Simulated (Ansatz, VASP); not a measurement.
# Two plane-wave programs on In26GaP27

```
Ga In P
1.0
     0.00000    8.79150    8.79150
     8.79150    0.00000    8.79150
     8.79150    8.79150    0.00000
Ga In P
1 26 27
Direct
  0.99957 0.00002 0.99999
  0.00021 0.99982 0.33077
  0.00001 0.00003 0.66900
  0.00016 0.33073 0.99992
  0.00052 0.33319 0.33301
  0.00025 0.33052 0.66886
  0.00001 0.66912 0.00008
  0.00033 0.66879 0.33050
  0.99987 0.66668 0.66676
  0.33068 0.99999 0.00012
  0.33307 0.00037 0.33328
  0.33085 0.99995 0.66918
  0.33295 0.33335 0.00043
  0.33308 0.33321 0.33316
  0.33354 0.33341 0.66644
  0.33073 0.66896 0.00017
  0.33349 0.66636 0.33344
  0.33347 0.66641 0.66651
  0.66903 0.99987 0.99989
  0.66925 0.99967 0.33100
  0.66667 0.99970 0.66664
  0.66914 0.33088 0.99980
  0.66656 0.33342 0.33349
  0.66657 0.33343 0.66637
  0.66668 0.66659 0.99978
  0.66658 0.66630 0.33346
  0.66647 0.66681 0.66673
  0.07837 0.07862 0.07855
  0.08284 0.08293 0.41703
  0.07877 0.07832 0.76407
  0.08280 0.41712 0.08284
  0.08296 0.41691 0.41700
  0.08348 0.41665 0.74970
  0.07870 0.76402 0.07839
  0.08343 0.74959 0.41685
  0.08352 0.74992 0.74992
  0.41702 0.08297 0.08292
  0.41715 0.08289 0.41697
  0.41674 0.08344 0.74994
  0.41717 0.41688 0.08292
  0.41663 0.41650 0.41655
  0.41665 0.41648 0.75018
  0.41684 0.74976 0.08344
  0.41660 0.75010 0.41654
  0.41644 0.74982 0.75006
  0.76424 0.07847 0.07864
  0.75007 0.08344 0.41651
  0.74980 0.08342 0.74972
  0.74999 0.41643 0.08349
  0.75033 0.41647 0.41655
  0.75000 0.41683 0.74960
  0.74980 0.74974 0.08348
  0.75013 0.74951 0.41673
  0.75004 0.74985 0.74994
```

Alike in both runs: task single point; functional PBE; k mesh 1 × 1 × 1; occupations gaussian, width 0.05 eV; collinear spin.

|  | VASP | Ansatz |
| --- | --- | --- |
| version | VASP 6.6.1 | Ansatz 0.2.0 |
| potentials or method | VASP PAW PBE potentials, release 64 (Ga_d, In_d, P), cutoff 400 eV | scalar-relativistic, plane waves, PAW |
| valence electrons in the cell | 486 | 486 |

```tsv
	VASP	Ansatz	Ansatz less VASP
gap on the k mesh at the Fermi level (eV)	0.64	0.65	+0.005
rms of the force components (eV/Å)	0.010	0.010	+0.0002
net moment per atom (μB)	0.00	0.00	0.000
```

Atom by atom the forces differ by 0.001 eV/Å (rms over components). With one functional, cell and mesh, what is left measures potentials, basis and numerics. Ansatz's warnings: seeded moment not kept.
